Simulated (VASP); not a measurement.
A run of VASP 6.6.1:

INCAR

```
SYSTEM = Ta
PREC     = Accurate       ! precision mode
ENCUT    = 400            ! plane-wave cutoff, eV
EDIFF    = 1E-6           ! SCF threshold, eV
ISMEAR   = 0              ! smearing method
SIGMA    = 0.1            ! smearing width, eV
LREAL    = .FALSE.        ! projectors in reciprocal space
LASPH    = .TRUE.         ! aspherical terms in the spheres
NELM     = 120            ! most SCF steps
ALGO     = Normal         ! electronic algorithm
ISIF     = 2              ! what is computed and relaxed
LWAVE    = .FALSE.        ! write WAVECAR
LCHARG   = .FALSE.        ! write CHGCAR
LDIPOL   = .TRUE.       
IDIPOL   = 3            
DIPOL    = 0.5 0.5 0.291
GGA      = PE             ! functional
NBANDS   = 24             ! bands
GGA_COMPAT= .FALSE.      
NELMDL   = -8
```

KPOINTS

```
regular mesh
0
G
  10 10 1
  0 0 0
```

The input POSCAR:

```
Ta
1.0
    2.8743098520      0.0000000000      0.0000000000
   -0.9581032840      2.7099253168      0.0000000000
    0.0000000000      0.0000000000     21.5266897253
Ta
3
Direct
    0.5000000000      0.5000000000      0.1858158431
    0.0000000000      0.0000000000      0.2909732295
    0.5000000000      0.5000000000      0.3960985100
```

Potentials or basis: VASP PAW PBE potentials, release 64 (Ta_pv).

Command:

```console
$ cat potpaw_PBE.64/Ta_pv/POTCAR > POTCAR
$ mpirun -np 1 vasp_std > vasp.out
```

Hardware: 1 thread of Intel Xeon 6975P-C, with other jobs on the host.

Question: Estimate the wall time of this run.

Answer: Run time: 2.3 min on 1 thread of Intel Xeon 6975P-C (shared host), peak memory 0.25 GiB. Counts: scf iterations 26, k points 31.
